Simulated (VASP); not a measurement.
## Zn4W: relaxation of cell and atoms with PBE

Zn4W:

```
Zn W
1.0
    -2.67520    2.67520    2.67520
     2.67520   -2.67520    2.67520
     2.67520    2.67520   -2.67520
Zn W
4 1
Direct
  0.00000 0.00000 0.50000
  0.50000 0.00000 0.00000
  0.00000 0.50000 0.00000
  0.50000 0.50000 0.50000
  0.00000 0.00000 0.00000
```

```json
{"Program": "VASP 6.6.1", "Task": "relaxation of cell and atoms", "Functional": "PBE", "Potentials or basis": "VASP PAW PBE potentials, release 64 (Zn, W_sv)", "Cutoff": "600 eV", "k mesh": "4 × 4 × 4", "Occupations": "gaussian, width 0.1 eV", "Spin": "no spin polarisation", "Dipole correction": "no", "Further INCAR settings": "ALGO = Fast; EDIFF = 1e-06; IBRION = 2; EDIFFG = -0.04; NSW = 90; ISIF = 3"}
```

The relaxed volume is 21.37 Å³/atom, the relaxed cell is a = 5.178 Å, b = 5.178 Å, c = 5.178 Å, α = 109.47°, β = 109.47°, γ = 109.47° and the space group after relaxing (to 0.05 Å) is Im-3m (No. 229). The energy gained by relaxing is 634.1 meV/atom, the ionic steps are 3 and the pressure after relaxing is 0.1 GPa. The band gap on the k mesh is zero (band 31 reaches 2.55 eV, above the bottom of band 32 at 0.66 eV).

Step by step:
```csv
step,energy change (eV),largest force (eV/Å),pressure (GPa),volume (Å³)
1,0.0000,0.0000,45.04,76.58
2,-2.2017,0.0000,-9.03,134.90
3,-3.1705,0.0000,0.12,106.86
```

Final structure:
```cif
data_structure
_symmetry_space_group_name_H-M 'P 1'
_symmetry_Int_Tables_number 1
_cell_length_a 5.1778
_cell_length_b 5.1778
_cell_length_c 5.1778
_cell_angle_alpha 109.471
_cell_angle_beta 109.471
_cell_angle_gamma 109.471
_cell_volume 106.86
loop_
_atom_site_label
_atom_site_type_symbol
_atom_site_fract_x
_atom_site_fract_y
_atom_site_fract_z
_atom_site_occupancy
Zn1 Zn 0.00000 0.00000 0.50000 1
Zn2 Zn 0.50000 0.00000 0.00000 1
Zn3 Zn 0.00000 0.50000 0.00000 1
Zn4 Zn 0.50000 0.50000 0.50000 1
W1 W 0.00000 0.00000 0.00000 1
```

Levels at points of the mesh, in eV from the Fermi level:
```
           k point  band 28  band 29  band 30  band 31  band 32  band 33  band 34  band 35
(0.00, 0.00, 0.00)    -1.72     0.64     0.64     0.91     0.91     0.91     1.73     1.73
(0.50, 0.00, 0.00)    -1.71    -1.36    -0.54    -0.01     0.07     0.55     3.50     3.69
(0.50, 0.50, 0.50)    -3.01    -2.37    -2.37    -0.98    -0.98    -0.98     2.86     2.86
```

Wall time 2.2 min on 1 thread of AMD EPYC 7R13 Processor (Zen 3) (shared host), peak memory 0.22 GiB.

Caveat: the k points lie up to 0.37 Å⁻¹ apart in the final cell; the volume moved by over 15 % at a fixed basis, so the end points are rough; spin-orbit coupling is left out, which moves the levels of the heavy elements.
